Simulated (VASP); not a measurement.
PbF2: single point with r2SCAN

Crystal: PbF2.

```
Pb F
1.0
     0.00000    2.96060    2.96060
     2.96060    0.00000    2.96060
     2.96060    2.96060    0.00000
Pb F
1 2
Direct
  0.00000 0.00000 0.00000
  0.75000 0.75000 0.75000
  0.25000 0.25000 0.25000
```

- Program: VASP 6.6.1
- Task: single point
- Functional: r2SCAN
- Potentials or basis: VASP PAW PBE potentials, release 64 (Pb_d, F)
- Cutoff: 660 eV
- k mesh: 8 × 8 × 8
- Occupations: fermi-dirac, width 0.05 eV
- Spin: no spin polarisation
- Dipole correction: no
- Further INCAR settings: ALGO = Normal; EDIFF = 1e-06; NBANDS = 21

* Pressure: -0.2 GPa
* Band gap on the k mesh: 4.93 eV (least direct gap 5.08 eV)

Levels at points of the mesh, in eV from the valence-band top:
```csv
k point,band 11,band 12,band 13,band 14,band 15,band 16,band 17,band 18
"(0.00, 0.00, 0.00)",-2.67,-2.16,-2.16,-2.16,7.31,7.31,7.31,10.70
"(0.50, 0.00, 0.00)",-2.85,-2.34,-2.34,-0.06,5.38,8.25,8.25,13.46
"(0.50, 0.50, 0.00)",-1.75,-1.75,-1.75,-0.14,4.93,8.46,8.46,9.07
```

Run time: 65 s on 1 thread of Intel(R) Xeon(R) 6975P-C (Granite Rapids) (shared host), peak memory 0.23 GiB.

Caveat: the PAW data sets were made with another functional, which shifts forces and pressure a little; spin-orbit coupling is left out, which moves the levels of the heavy elements. r2SCAN opens gaps a little over a GGA but as a rule still falls short of measured ones.
